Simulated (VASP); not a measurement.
Set up this calculation in VASP 6.6.1, as the native input.

```
Task                   : relaxation of shape and atoms at fixed volume
Functional             : r2SCAN
Potentials or basis    : VASP PAW PBE potentials, release 64 (Cd, Se)
Cutoff                 : 600 eV
k mesh                 : 10 × 10 × 6
Occupations            : gaussian, width 0.05 eV
Spin                   : no spin polarisation
Dipole correction      : no
Further INCAR settings : ALGO = Normal; EDIFF = 1e-06; IBRION = 2; EDIFFG = -0.01; NSW = 60; ISIF = 4
```

CdSe (Cadmoselite):

```
CELL_PARAMETERS angstrom
4.39778 0.00000 0.00000
-2.19889 3.80859 0.00000
0.00000 0.00000 7.16846
ATOMIC_POSITIONS crystal
Cd 0.33333 0.66667 0.00447
Cd 0.66667 0.33333 0.50447
Se 0.33333 0.66667 0.38053
Se 0.66667 0.33333 0.88053
```

This cell differs from its parent crystal: volume scaled by 1.040.

One way to write it, as run:

POSCAR

```
CdSe
1.0
    4.3977796002      0.0000000000      0.0000000000
   -2.1988898001      3.8085888541      0.0000000000
    0.0000000000      0.0000000000      7.1684605731
Cd Se
2 2
Direct
    0.3333333333      0.6666666667      0.0044682707
    0.6666666667      0.3333333333      0.5044682707
    0.3333333333      0.6666666667      0.3805317293
    0.6666666667      0.3333333333      0.8805317293
```

INCAR.step1

```
ALGO = Normal ; EDIFF = 1E-4
ENCUT = 600 ; GGA = PE
ISMEAR = 0 ; LASPH = T
LCHARG = F ; LREAL = F
LWAVE = T ; NELM = 100
PREC = Accurate ; SIGMA = 0.05
```

INCAR.step2

```
ALGO = Normal ; EDIFF = 1E-6
EDIFFG = -0.01 ; ENCUT = 600
IBRION = 2 ; ISIF = 4
ISMEAR = 0 ; ISTART = 1
LASPH = T ; LCHARG = F
LMIXTAU = T ; LREAL = F
LWAVE = F ; METAGGA = R2SCAN
NELM = 100 ; NSW = 60
PREC = Accurate ; SIGMA = 0.05
```

KPOINTS

```
k-points
0
Gamma
  10 10 6
```

Potentials or basis: VASP PAW PBE potentials, release 64 (Cd, Se).

The run is started by

```bash
$ cat potpaw_PBE.64/Cd/POTCAR potpaw_PBE.64/Se/POTCAR > POTCAR
$ cp INCAR.step1 INCAR
$ mpirun -np 1 vasp_std > vasp.out
$ cp INCAR.step2 INCAR
$ mpirun -np 1 vasp_std > vasp.out
```

It gave:

The pressure after relaxing is -1.7 GPa. The band gap on the k mesh is 1.00 eV, direct.

Caveat: the relaxation stopped at its first step, so nothing moved; the PAW data sets were made with another functional, which shifts forces and pressure a little.

Wall time 9.7 min on 1 thread of Intel(R) Xeon(R) Platinum 8259CL CPU @ 2.50GHz (Skylake/Cascade Lake) (shared host), peak memory 0.41 GiB.
